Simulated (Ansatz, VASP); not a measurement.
## Pt in VASP and in Ansatz

The input INCAR:

```
ALGO     = Normal         # electronic algorithm
EDIFF    = 1E-6           # SCF threshold, eV
ENCUT    = 520            # plane-wave cutoff, eV
GGA      = PE             # functional
ISIF     = 2              # what is computed and relaxed
ISMEAR   = -1             # smearing method
LASPH    = True           # aspherical terms in the spheres
LCHARG   = False          # write CHGCAR
LREAL    = False          # projectors in reciprocal space
LWAVE    = False          # write WAVECAR
NBANDS   = 17             # bands
NELM     = 100            # most SCF steps
PREC     = Accurate       # precision mode
SIGMA    = 0.05           # smearing width, eV
```

Contents of KPOINTS:

```
k-points
0
Gamma
  16 16 16
```

File POSCAR:

```
Pt
1.0
   -2.2129677203      2.2129677203      1.1914009191
    2.2129677203     -2.2129677203      1.1914009191
    2.2129677203      2.2129677203     -1.1914009191
Pt
2
Direct
   -0.3750000000     -0.1250000000     -0.2500000000
    0.3750000000      0.1250000000      0.2500000000
```

Input for Ansatz:

```yaml
crystal:
  lattice:
    - [-2.2129677203, 2.2129677203, 1.1914009191]
    - [2.2129677203, -2.2129677203, 1.1914009191]
    - [2.2129677203, 2.2129677203, -1.1914009191]
  atoms:
    - { symbol: Pt, position: [-0.375, -0.125, -0.25] }
    - { symbol: Pt, position: [0.375, 0.125, 0.25] }
kpoints:
  mp_grid: { grid: [16, 16, 16] }
scf:
  occupations: { method: fermi_dirac, width: 0.05 }
hamiltonian:
  xc: pbe
  pseudopotentials: { kind: paw }
output:
  forces: true
  stress: true
  eigenvalues: true
  populations: true
```

Change from the starting cell: volume scaled by 0.68, PAW files.

Alike in both runs: task single point; functional PBE; k mesh 16 × 16 × 16; occupations fermi-dirac, width 0.05 eV; no spin polarisation.

```csv
,VASP,Ansatz
version,VASP 6.6.1,Ansatz 0.2.0
potentials or method,"VASP PAW PBE potentials, release 64 (Pt)","PAW with Ansatz's default frozen-core files, scalar-relativistic"
plane-wave cutoff (eV),520,420
valence electrons in the cell,20,36
```

```tsv
	VASP	Ansatz	Ansatz less VASP
pressure (GPa)	216.4	217.7	+1.35
traceless stress, the component that is largest in VASP (GPa)	1.12	0.00	-1.125
```

Both programs put the cell under a high pressure, so it lies far from rest at this level. VASP's potentials hold 20 valence electrons a cell and Ansatz's 36, so a difference there can come from the potentials and not from the codes.

Neither program's run includes spin-orbit coupling. Noted on VASP's run: the cell as given lies far from equilibrium.
